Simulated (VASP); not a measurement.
# Zr (Fm-3m) in VASP: a series of runs

Runs on Zr. Level: PBEsol. Tasks: single point, relaxation of cell and atoms.

All numbers are computed with VASP 6.6.1; they aren't measurements. Logs are shortened: lines on timing, memory, paths and dates and some standing lists are left out, and cuts for length are marked.

**1. The cell of the first run**

It takes space group Fm-3m (No. 225, cubic). The conventional cell has a = 4.463 Å, b = 4.463 Å, c = 4.463 Å, α = 90.00°, β = 90.00°, γ = 90.00°. Zr (site symmetry m-3m) has 12 Zr at 3.16 Å within 4.2 Å.

**2. Single point, PBEsol**

INCAR

```
PREC = Accurate
ENCUT = 520
EDIFF = 1E-6
ISMEAR = 0
SIGMA = 0.1
LREAL = F
LASPH = T
NELM = 80
ALGO = Normal
ISIF = 2
LWAVE = F
LCHARG = F
GGA = PS
NBANDS = 12
```

KPOINTS

```
regular mesh
0
Gamma
  16 16 16
```

POSCAR

```
Zr
1.0
    0.0000000000      2.2315209467      2.2315209467
    2.2315209467      0.0000000000      2.2315209467
    2.2315209467      2.2315209467      0.0000000000
Zr
1
Direct
    0.0000000000      0.0000000000      0.0000000000
```

Potentials or basis: VASP PAW PBE potentials, release 64 (Zr_sv).

On the command line:

```
$ cat potpaw_PBE.64/Zr_sv/POTCAR > POTCAR
$ mpirun -np 1 vasp_std > vasp.out
```

OUTCAR:

```text
PREC = Accurate
   ENCUT = 520
   EDIFF = 1E-6
   ISMEAR = 0
   LREAL = F
   LASPH = T
   NELM = 80
   ISIF = 2
   GGA = PS

 ion  position               nearest neighbor table
   1  0.000  0.000  0.000-

  LATTYP: Found a face centered cubic cell.
 ALAT       =     4.4630418934

  Lattice vectors:

 A1 = (   0.0000000000,   2.2315209467,   2.2315209467)
 A2 = (   2.2315209467,   0.0000000000,   2.2315209467)
 A3 = (   2.2315209467,   2.2315209467,   0.0000000000)

Analysis of symmetry for initial positions (statically):
=====================================================================
 Subroutine PRICEL returns:
 Original cell was already a primitive cell.

 Routine SETGRP: Setting up the symmetry group for a
 face centered cubic supercell.

 Subroutine GETGRP returns: Found 48 space group operations
 (whereof 48 operations were pure point group operations)
 out of a pool of 48 trial point group operations.

The static configuration has the point symmetry O_h .

Analysis of symmetry for dynamics (positions and initial velocities):
=====================================================================
 Subroutine PRICEL returns:
 Original cell was already a primitive cell.

 Routine SETGRP: Setting up the symmetry group for a
 face centered cubic supercell.

 Subroutine GETGRP returns: Found 48 space group operations
 (whereof 48 operations were pure point group operations)
 out of a pool of 48 trial point group operations.

The dynamic configuration has the point symmetry O_h .

 Subroutine INISYM returns: Found 48 space group operations
 (whereof 48 operations are pure point group operations),
 and found     1 'primitive' translations

----------------------------------------------------------------------------------------

                                     Primitive cell

  volume of cell :      22.2245

  direct lattice vectors                    reciprocal lattice vectors
     0.000000000  2.231520947  2.231520947    -0.224062427  0.224062427  0.224062427
     2.231520947  0.000000000  2.231520947     0.224062427 -0.224062427  0.224062427
     2.231520947  2.231520947  0.000000000     0.224062427  0.224062427 -0.224062427

  length of vectors
     3.155847188  3.155847188  3.155847188     0.388087508  0.388087508  0.388087508

  position of ions in fractional coordinates (direct lattice)
     0.000000000  0.000000000  0.000000000

  ion indices of the primitive-cell ions
   primitive index   ion index
[... 74 lines left out ...]
   LREAL  =      F    real-space projection
   EDIFFG = 0.1E-04   stopping-criterion for IOM
   NSW    =      0    number of steps for IOM
   IBRION =     -1    ionic relax: 0-MD 1-quasi-New 2-CG
   NFREE  =      0    steps in history (QN), initial steepest desc. (CG)
   ISIF   =      2    stress and relaxation
   ISYM   =      2    0-nonsym 1-usesym 2-fastsym
   POTIM  = 0.5000    time-step for ionic-motion
   TEBEG  =    0.0;   TEEND  =   0.0 temperature during run
   PSTRESS=    0.0 pullay stress
   NELECT =      12.0000    total number of electrons
   NUPDOWN=      -1.0000    fix difference up-down
   EMIN   =  10.00;   EMAX   =-10.00  energy-range for DOS
   EFERMI =   0.00;   METHOD = LEGACY
   ISMEAR =     0;   SIGMA  =   0.10  broadening in eV -4-tet -1-fermi 0-gaus
   EFERMI_NEDOS =   21; number of points for ismear=-14 and -15
   IALGO  =     38    algorithm
   IMIX   =      4    mixing-type and parameters
     AMIX     =   0.40;   BMIX     =  1.00
     AMIX_MAG =   1.60;   BMIX_MAG =  1.00
  volume/ion in A,a.u.               =      22.22       149.98
  Fermi-wavevector in a.u.,A,eV,Ry     =   1.333084  2.519164 24.179100  1.777114
  Thomas-Fermi vector in A             =   2.461970
   LORBIT       =      0    0 simple, 1 ext, 2 COOP (PROOUT), +10 PAW based schemes
   GGA     = PS    functional components
   LHFCALC =     F    Hartree Fock is set to
   AEXX    =    0.0000 exact exchange contribution
   IVDW    =     0    specifies the selected vdW correction
   LEPSILON=     F    determine dielectric tensor
   LRPA    =     F    only Hartree local field effects (RPA)
 non-spin polarized calculation
 Gauss-broadening in eV      SIGMA  =   0.10
  energy-cutoff  :      520.00
  volume of cell :       22.22
 maximum number of plane-waves:       612
   NGX = 11   NGY = 11   NGZ = 11

 number of electron      12.0000000 magnetization

 Free energy of the ion-electron system (eV)
  ---------------------------------------------------
  ext. energy  EPLUGINS =         0.00000000
  ---------------------------------------------------
  free energy    TOTEN  =        -9.05173199 eV

  energy without entropy =       -9.04293352  energy(sigma->0) =       -9.04733276

 E-fermi :   9.2939     XC(G=0): -11.4162

 val. band max:        9.2887334616   @ k =  -0.3125   0.3125   0.1250
 cond. band min:       9.2965122519   @ k =  -0.4375   0.3125   0.1250
 fundamental gap:      0.0077787903
 Fermi energy:         9.2939350783

 k-point     1 :       0.0000    0.0000    0.0000
  band No.  band energies     occupation
      1     -39.2346      2.00000
      2     -16.7008      2.00000
      3     -16.7008      2.00000
      4     -16.7008      2.00000
      5       3.6385      2.00000
      6      10.2714      0.00000
      7      10.2714      0.00000
      8      10.2714      0.00000
      9      12.8352      0.00000
     10      12.8352      0.00000
     11      19.8913      0.00000
     12      24.2081      0.00000
[... 331 lines left out ...]
 k-point    24 :      -0.0625    0.0625    0.0000
  band No.  band energies     occupation
      1     -39.2178      2.00000
      2     -16.8112      2.00000
      3     -16.7324      2.00000
      4     -16.7080      2.00000
      5       3.9883      2.00000
      6       9.9456      0.00000
      7      10.4262      0.00000
      8      10.4551      0.00000
      9      12.5268      0.00000
     10      12.8269      0.00000
     11      20.6318      0.00000
     12      23.1601      0.00000

 [... further k-points ...]
[... 5 lines left out ...]
  --------------------------------------------------------------------------------------
  -------------------------------------------------------------------------------------
  Total        0.0093320      0.0093320      0.0093320      0.0000000     -0.0000000      0.0000000
  in kB        0.6727463      0.6727463      0.6727463      0.0000000     -0.0000000      0.0000000
  external PRESSURE =       0.6727463 kB  Pullay stress =       0.0000000 kB

 VOLUME and BASIS-vectors are now :
 -----------------------------------------------------------------------------
  energy-cutoff  :      520.00
  volume of cell :       22.22
      direct lattice vectors                 reciprocal lattice vectors
     0.000000000  2.231520947  2.231520947    -0.224062427  0.224062427  0.224062427
     2.231520947  0.000000000  2.231520947     0.224062427 -0.224062427  0.224062427
     2.231520947  2.231520947  0.000000000     0.224062427  0.224062427 -0.224062427

 POSITION                                       TOTAL-FORCE (eV/Angst)
 -----------------------------------------------------------------------------------
      0.00000      0.00000      0.00000         0.000000     -0.000000     -0.000000
 -----------------------------------------------------------------------------------
    total drift:                                0.000000     -0.000000     -0.000000

  FREE ENERGIE OF THE ION-ELECTRON SYSTEM (eV)
  ---------------------------------------------------
  free  energy   TOTEN  =        -9.0517319895 eV

  energy  without entropy=       -9.0429335225  energy(sigma->0) =       -9.04733276
```

stdout:

```text
POSCAR found type information on POSCAR Zr
 POSCAR found :  1 types and       1 ions
 scaLAPACK will be used
 -----------------------------------------------------------------------------
|                                                                             |
|                                                                             |
|     You enforced a specific xc type in the INCAR file but a different       |
|     I HOPE YOU KNOW WHAT YOU ARE DOING!                                     |
|                                                                             |
 -----------------------------------------------------------------------------

 LDA part: xc-table for (Slater+PW92), standard interpolation
 POSCAR, INCAR and KPOINTS ok, starting setup
 FFT: planning ... GRIDC
 FFT: planning ... GRID_SOFT
 FFT: planning ... GRID
 WAVECAR not read
 entering main loop
```

Wall time 8.6 s (1 thread of Intel Xeon 6975P-C (Granite Rapids), shared host); peak memory 0.16 GiB.

Results:

- Free energy: -9.0517 eV
- Pressure: 0.1 GPa
- Band gap on the k mesh: zero (band 6 reaches 10.27 eV, above the bottom of band 7 at 8.88 eV)

Caveat: the PAW data sets were made with another functional, which shifts forces and pressure a little.

**3. Relaxation of cell and atoms, PBEsol**

This run uses another cell than the first one, of 22.16 Å³/atom, 0.997 times its volume.

INCAR

```
SYSTEM = Zr
PREC     = Accurate       ! precision mode
ENCUT    = 600            ! plane-wave cutoff, eV
EDIFF    = 1E-6           ! SCF threshold, eV
ISMEAR   = 0              ! smearing method
SIGMA    = 0.1            ! smearing width, eV
LREAL    = .FALSE.        ! projectors in reciprocal space
LASPH    = .TRUE.         ! aspherical terms in the spheres
NELM     = 80             ! most SCF steps
ALGO     = Fast           ! electronic algorithm
ISIF     = 3              ! what is computed and relaxed
LWAVE    = .FALSE.        ! write WAVECAR
LCHARG   = .FALSE.        ! write CHGCAR
GGA      = PS             ! functional
IBRION   = 2              ! ionic algorithm
NSW      = 80             ! ionic steps
EDIFFG   = -0.01          ! ionic threshold
```

KPOINTS

```
Automatic mesh
0
G
  16 16 16
  0 0 0
```

POSCAR

```
Zr
1.0
    0.0000000000      2.2293637740      2.2293637740
    2.2293637740      0.0000000000      2.2293637740
    2.2293637740      2.2293637740      0.0000000000
Zr
1
Direct
    0.0000000000      0.0000000000      0.0000000000
```

Potentials or basis: VASP PAW PBE potentials, release 64 (Zr_sv).

On the command line:

```
$ cat potpaw_PBE.64/Zr_sv/POTCAR > POTCAR
$ mpirun -np 1 vasp_std > vasp.out
```

Run time: 60 s. Hardware: 1 thread of Intel Xeon 6975P-C (Granite Rapids), shared host; peak memory 0.18 GiB.

It converged, with:

| Item | Value |
| --- | --- |
| Free energy | -9.0519 eV |
| Relaxed volume | 22.24 Å³/atom |
| Relaxed cell | a = 3.157 Å, b = 3.157 Å, c = 3.157 Å, α = 60.00°, β = 60.00°, γ = 60.00° |
| Space group after relaxing (to 0.05 Å) | Fm-3m (No. 225) |
| Energy gained by relaxing | 0.1 meV/atom |
| Ionic steps | 3 |
| Pressure after relaxing | 0.0 GPa |
| Band gap on the k mesh | zero (band 6 reaches 10.26 eV, above the bottom of band 7 at 8.87 eV) |

Final structure:
```xyz
1
Lattice="0.0000 2.2321 2.2321 2.2321 0.0000 2.2321 2.2321 2.2321 0.0000" Properties=species:S:1:pos:R:3 pbc="T T T"
Zr    0.0000    0.0000    0.0000
```

Levels at points of the mesh, in eV from the Fermi level:
```csv
k point,band 3,band 4,band 5,band 6,band 7,band 8,band 9,band 10
"(0.00, 0.00, 0.00)",-26.00,-26.00,-5.65,0.98,0.98,0.98,3.54,3.54
"(0.50, 0.00, 0.00)",-26.14,-26.14,-3.08,0.78,0.78,1.28,5.46,5.46
"(0.50, 0.50, 0.00)",-26.39,-26.39,-3.18,-2.35,3.25,5.46,6.01,6.01
```

Caveat: the PAW data sets were made with another functional, which shifts forces and pressure a little. Zero-point motion and thermal expansion aren't in these numbers.
